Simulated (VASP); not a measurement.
**Ta4O: single point with PBE**

The system is Ta4O.

```
Ta O
1.0
    -3.25471    0.00000    0.00000
     0.00000   -3.25471    0.00000
     0.00000    0.00000   14.79077
Ta O
8 2
Cartesian
  -3.2547 -3.2547 3.6977
  -3.2547 -3.2547 11.0931
  -1.6274 -1.6274 5.7899
  -1.6274 -1.6274 13.1853
  -1.6274 -1.6274 1.6054
  -1.6274 -1.6274 9.0008
  -3.2547 0.0000 0.0000
  -3.2547 0.0000 7.3954
  -1.6274 -1.6274 3.6977
  -1.6274 -1.6274 11.0931
```

* Program: VASP 6.6.1
* Task: single point
* Functional: PBE
* Potentials or basis: VASP PAW PBE potentials, release 64 (Ta_pv, O)
* Cutoff: 520 eV
* k mesh: 14 × 14 × 4
* Occupations: gaussian, width 0.15 eV
* Spin: no spin polarisation

| Quantity | Value |
| --- | --- |
| Pressure | 0.4 GPa |
| Largest force | 0.032 eV/Å |
| Band gap on the k mesh | zero (bands 50 and 51 overlap by 1.01 eV) |

Forces on the atoms (eV/Å):
```
Ta   0.000  0.000  0.000
Ta   0.000  0.000  0.000
Ta   0.000  0.000  0.032
Ta   0.000  0.000  0.032
Ta   0.000  0.000 -0.032
Ta   0.000  0.000 -0.032
Ta   0.000  0.000  0.000
Ta   0.000  0.000  0.000
O    0.000  0.000  0.000
O    0.000  0.000  0.000
```

Stress tensor (GPa, compression positive):
```
0.28 0.00 0.00
0.00 0.28 0.00
0.00 0.00 0.51
```

Levels at points of the mesh, in eV from the Fermi level:
| k point | band 48 | band 49 | band 50 | band 51 | band 52 | band 53 |
| --- | --- | --- | --- | --- | --- | --- |
| (0.00, 0.00, 0.00) | -0.46 | -0.21 | 0.15 | 0.51 | 0.68 | 0.68 |
| (0.50, 0.00, 0.00) | -0.65 | -0.45 | 0.20 | 0.90 | 0.91 | 1.01 |
| (0.50, 0.50, 0.00) | -0.67 | 0.02 | 0.02 | 1.64 | 1.64 | 1.92 |
| (0.00, 0.00, 0.50) | -0.50 | 0.00 | 0.00 | 0.60 | 0.61 | 0.80 |
| (0.50, 0.00, 0.50) | -0.76 | 0.16 | 0.16 | 0.90 | 0.90 | 0.93 |
| (0.50, 0.50, 0.50) | -0.33 | -0.33 | -0.33 | 1.64 | 1.64 | 2.34 |

Wall time 28 min on 1 thread of Oxide Virtual Turin-like Processor (shared host), peak memory 0.71 GiB.

Caveat: spin-orbit coupling is left out, which moves the levels of the heavy elements.
